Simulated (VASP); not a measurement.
SrO, 2 atoms in the cell. The structure is cubic, space group Fm-3m (No. 225). The conventional cell has a = 5.160 Å, b = 5.160 Å, c = 5.160 Å, α = 90.00°, β = 90.00°, γ = 90.00°. Within 3.4 Å of Sr (site symmetry m-3m) lie 6 O at 2.58 Å. O (site symmetry m-3m) has 6 Sr at 2.58 Å within 3.4 Å. 

- Program: VASP 6.6.1
- Task: single point
- Functional: r2SCANh
- Potentials or basis: VASP PAW PBE potentials, release 64 (Sr_sv, O)
- Cutoff: 520 eV
- k mesh: 6 × 6 × 6
- Occupations: gaussian, width 0.01 eV
- Spin: no spin polarisation
- Dipole correction: no
- Grid for exact exchange (PRECFOCK): Normal
- Further INCAR settings: ALGO = Normal; EDIFF = 1e-06; NBANDS = 15
- Share of exact exchange: 0.1

Potentials or basis: VASP PAW PBE potentials, release 64 (Sr_sv, O).

Command:

```sh
$ cat potpaw_PBE.64/Sr_sv/POTCAR potpaw_PBE.64/O/POTCAR > POTCAR
$ cp INCAR.step1 INCAR
$ mpirun -np 1 vasp_std > vasp.out
$ cp INCAR.step2 INCAR
$ mpirun -np 1 vasp_std > vasp.out
```

Hardware: 1 thread of Intel(R) Xeon(R) 6975P-C (Granite Rapids), with other jobs on the host.

Problem. Estimate the wall time of this run.

Solution. It took 25 min on 1 thread of Intel(R) Xeon(R) 6975P-C (Granite Rapids), with other jobs on the host, peak memory 0.19 GiB. Counts: k points 16.
